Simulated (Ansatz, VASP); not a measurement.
## Two plane-wave programs on LiS3

File INCAR:

```
PREC = Accurate
ENCUT = 600
EDIFF = 1E-6
ISMEAR = 0
SIGMA = 0.1
LREAL = F
LASPH = T
NELM = 100
ALGO = Normal
ISIF = 3
LWAVE = F
LCHARG = F
GGA = PE
IBRION = 2
NSW = 90
EDIFFG = -0.04
```

File KPOINTS:

```
Automatic mesh
0
Gamma
  6 6 6
```

The input POSCAR:

```
LiS3
1.0
   -2.5173829582      2.5173829582      2.5173829582
    2.5173829582     -2.5173829582      2.5173829582
    2.5173829582      2.5173829582     -2.5173829582
Li S
1 3
Direct
    0.0000000000      0.0000000000      0.0000000000
    0.0000000000      0.5000000000      0.5000000000
    0.5000000000      0.0000000000      0.5000000000
    0.5000000000      0.5000000000      0.0000000000
```

Input for Ansatz:

```yaml
crystal:
  lattice:
    - [-2.5173829582, 2.5173829582, 2.5173829582]
    - [2.5173829582, -2.5173829582, 2.5173829582]
    - [2.5173829582, 2.5173829582, -2.5173829582]
  atoms:
    - { symbol: Li, position: [0.0, 0.0, 0.0] }
    - { symbol: S, position: [0.0, 0.5, 0.5] }
    - { symbol: S, position: [0.5, 0.0, 0.5] }
    - { symbol: S, position: [0.5, 0.5, 0.0] }
basis:
  ecutwfc: 420
kpoints:
  mp_grid: { grid: [6, 6, 6] }
hamiltonian:
  xc: pbe
scf:
  occupations: { method: gaussian, width: 0.1 }
  lower_state_search: "off"
output:
  forces: true
  stress: true
  eigenvalues: true
relax:
  adjacent_minimum: "off"
  f_tol: 0.04
  max_steps: 70
  cell: { stress_tol: 0.4 }
```

Alike in both runs: task relaxation of cell and atoms; functional PBE; k mesh 6 × 6 × 6; occupations gaussian, width 0.1 eV; no spin polarisation.

|  | VASP | Ansatz |
| --- | --- | --- |
| version | VASP 6.6.1 | Ansatz 0.2.0 |
| potentials or method | VASP PAW PBE potentials, release 64 (Li_sv, S), cutoff 600 eV | scalar-relativistic, plane waves, PAW |
| valence electrons in the cell | 21 | 21 |

Ansatz gave:

| Item | Value |
| --- | --- |
| gap on the k mesh at the Fermi level, each at its own relaxed structure (eV) | none |
| relaxed volume (Å³/atom) | 15.86 |
| relaxed cell length with the largest relative difference (Å) | 4.352 |

Problem. What did VASP give for the same quantities?

Solution. gap on the k mesh at the Fermi level, each at its own relaxed structure (eV): none; relaxed volume (Å³/atom): 15.80; relaxed cell length with the largest relative difference (Å): 4.346.

A gap of «none» marks a metal or a gap that the smearing closes.

Noted on VASP's run: the cutoff is short for stress, so the pressure is rough.
